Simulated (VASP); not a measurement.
# HoSbTe3 (P4/mmm) in VASP: a series of runs, part 2 of 2

VASP 6.6.1.

### 4 Single point, revPBE

This run uses another cell than the first one, of 33.79 Å³/atom.

Input file INCAR:

```
SYSTEM = HoSbTe3
ALGO = Normal
EDIFF = 1E-6
ENCUT = 500
GGA = RE
GGA_COMPAT = .False.
ISIF = 2
ISMEAR = 0
LASPH = .True.
LCHARG = .False.
LMAXMIX = 6
LREAL = .False.
LWAVE = .False.
NBANDS = 24
NELM = 200
PREC = Accurate
SIGMA = 0.1
```

Input file KPOINTS:

```
k-points
0
Gamma
  10 10 4
  0 0 0
```

Input file POSCAR:

```
HoSbTe3
1.0
    4.1501842547      0.0000000000      0.0000000000
    0.0000000000      4.1501842547      0.0000000000
    0.0000000000      0.0000000000      9.8086210553
Ho Sb Te
1 1 3
Direct
    0.0000000000      0.0000000000      0.5000000000
    0.0000000000      0.0000000000      0.0000000000
    0.5000000000      0.5000000000      0.1624985298
    0.5000000000      0.5000000000      0.8375014702
    0.5000000000      0.5000000000      0.5000000000
```

Potentials or basis: VASP PAW PBE potentials, release 64 (Ho_3, Sb, Te), 4f in core.

Command:

```sh
cat potpaw_PBE.64/Ho_3/POTCAR potpaw_PBE.64/Sb/POTCAR potpaw_PBE.64/Te/POTCAR > POTCAR
mpirun -np 1 vasp_std > vasp.out
```

OUTCAR:

```text
SYSTEM = HoSbTe3
   EDIFF = 1E-6
   ENCUT = 500
   GGA = RE
   ISIF = 2
   ISMEAR = 0
   LASPH = .True.
   LREAL = .False.
   NELM = 200
   PREC = Accurate

 ion  position               nearest neighbor table
   1  0.000  0.000  0.500-   5 2.93   5 2.93   5 2.93   5 2.93
   2  0.000  0.000  0.000-   3 3.34   4 3.34   3 3.34   4 3.34   3 3.34   4 3.34   3 3.34   4 3.34

   3  0.500  0.500  0.162-   4 3.19   5 3.31   2 3.34   2 3.34   2 3.34   2 3.34
   4  0.500  0.500  0.838-   3 3.19   5 3.31   2 3.34   2 3.34   2 3.34   2 3.34
   5  0.500  0.500  0.500-   1 2.93   1 2.93   1 2.93   1 2.93   4 3.31   3 3.31

[... 852 lines left out ...]
  -------------------------------------------------------------------------------------
  Total        1.0809670      1.0809670      0.8025420      0.0000000      0.0000000      0.0000000
  in kB       10.2513325     10.2513325      7.6108935      0.0000000      0.0000000      0.0000000
  external PRESSURE =       9.3711862 kB  Pullay stress =       0.0000000 kB

 VOLUME and BASIS-vectors are now :
 -----------------------------------------------------------------------------
  energy-cutoff  :      500.00
  volume of cell :      168.94
      direct lattice vectors                 reciprocal lattice vectors
     4.150184255  0.000000000  0.000000000     0.240953157  0.000000000  0.000000000
     0.000000000  4.150184255  0.000000000     0.000000000  0.240953157  0.000000000
     0.000000000  0.000000000  9.808621055     0.000000000  0.000000000  0.101951130

 POSITION                                       TOTAL-FORCE (eV/Angst)
 -----------------------------------------------------------------------------------
      0.00000      0.00000      4.90431         0.000000     -0.000000      0.000000
      0.00000      0.00000      0.00000         0.000000     -0.000000      0.000000
      2.07509      2.07509      1.59389         0.000000      0.000000      0.016036
      2.07509      2.07509      8.21473         0.000000     -0.000000     -0.016036
      2.07509      2.07509      4.90431         0.000000     -0.000000      0.000000
 -----------------------------------------------------------------------------------
    total drift:                                0.000000      0.000000     -0.000000

  FREE ENERGIE OF THE ION-ELECTRON SYSTEM (eV)
  ---------------------------------------------------
  free  energy   TOTEN  =       -17.0200071988 eV

  energy  without entropy=      -16.9937754214  energy(sigma->0) =      -17.00689131
```

OSZICAR:

```text
N       E                     dE             d eps       ncg     rms          rms(c)
DAV:   1     0.184357972174E+03    0.18436E+03   -0.11311E+04  3080   0.106E+03
DAV:   2     0.132071263283E+01   -0.18304E+03   -0.17179E+03  4656   0.305E+02
DAV:   3    -0.165078763896E+02   -0.17829E+02   -0.16649E+02  4680   0.693E+01
DAV:   4    -0.172969749185E+02   -0.78910E+00   -0.76756E+00  3912   0.131E+01
DAV:   5    -0.173397507648E+02   -0.42776E-01   -0.42608E-01  5032   0.409E+00    0.202E+01
DAV:   6    -0.170441498162E+02    0.29560E+00   -0.45857E-01  4800   0.388E+00    0.127E+01
DAV:   7    -0.170390738107E+02    0.50760E-02   -0.36787E-01  5088   0.378E+00    0.107E+00
DAV:   8    -0.170218382984E+02    0.17236E-01   -0.52339E-02  4912   0.142E+00    0.521E-01
DAV:   9    -0.170197002137E+02    0.21381E-02   -0.66496E-03  4288   0.465E-01    0.380E-01
DAV:  10    -0.170199378989E+02   -0.23769E-03   -0.41235E-03  4568   0.298E-01    0.889E-02
DAV:  11    -0.170199391881E+02   -0.12892E-05   -0.45564E-04  4456   0.115E-01    0.613E-02
DAV:  12    -0.170199877461E+02   -0.48558E-04   -0.10245E-04  4352   0.518E-02    0.324E-02
DAV:  13    -0.170200049954E+02   -0.17249E-04   -0.22905E-05  3640   0.276E-02    0.136E-02
DAV:  14    -0.170200069341E+02   -0.19387E-05   -0.45561E-06  4128   0.117E-02    0.474E-03
DAV:  15    -0.170200071988E+02   -0.26464E-06   -0.18899E-06  3184   0.738E-03
   1 F= -.17020007E+02 E0= -.17006891E+02  d E =-.262318E-01
```

Run time: 5.6 min. Hardware: 1 thread of Intel Xeon Platinum 8375C at 2.90GHz (Ice Lake), shared host; peak memory 0.43 GiB.

What came out:

* Free energy: -17.0200 eV
* Pressure: 0.9 GPa
* Largest force: 0.016 eV/Å
* Band gap on the k mesh: zero (bands 16 and 17 overlap by 1.15 eV)

Forces in eV/Å, atoms in the order of the input:
```
Ho   0.000  0.000  0.000
Sb   0.000  0.000  0.000
Te   0.000  0.000  0.016
Te   0.000  0.000 -0.016
Te   0.000  0.000  0.000
```

Caveat: the PAW data sets were made with another functional, which shifts forces and pressure a little; spin-orbit coupling is left out, which moves the levels of the heavy elements; the 4f electrons are frozen in the core, so they carry no moment and show no levels. Spin polarisation is off, so any magnetic state and its effect on volume and gap are missing.

### 5 The runs side by side

```tsv
task	level	cell	k mesh	gap on the mesh (eV)	pressure (GPa)	largest force (eV/Å)
relaxation of cell and atoms	PBE	relaxed from a = 4.399, b = 4.399, c = 7.950 Å, 5 atoms, atomic positions A	4 × 4 × 2	none	0.0	0.04
single point	PBE	a = 4.150, b = 4.150, c = 9.809 Å, 5 atoms, atomic positions B	10 × 10 × 4	none	0.0	0.01
single point	revPBE	a = 4.150, b = 4.150, c = 9.809 Å, 5 atoms, atomic positions B	10 × 10 × 4	none	0.9	0.02
```

Alike in all rows: potentials or basis VASP PAW PBE potentials, release 64 (Ho_3, Sb, Te), 4f in core; no spin polarisation; cutoff (eV) 500; smearing gaussian 0.1 eV.

Caveats: some runs use coarse meshes; spin-orbit coupling is left out, which moves the levels of the heavy elements; the 4f electrons are frozen in the core, so they carry no moment and show no levels; the volume moved by over 15 % at a fixed basis, so the end points are rough (at least some runs); this functional lacks dispersion, which binds layers or chains, so the pressure and a relaxed spacing across them are unreliable (at least some runs); the PAW data sets were made with another functional, which shifts forces and pressure a little (at least some runs).

Total energies depend on the potentials used, so only differences within one code and one set of settings carry meaning.
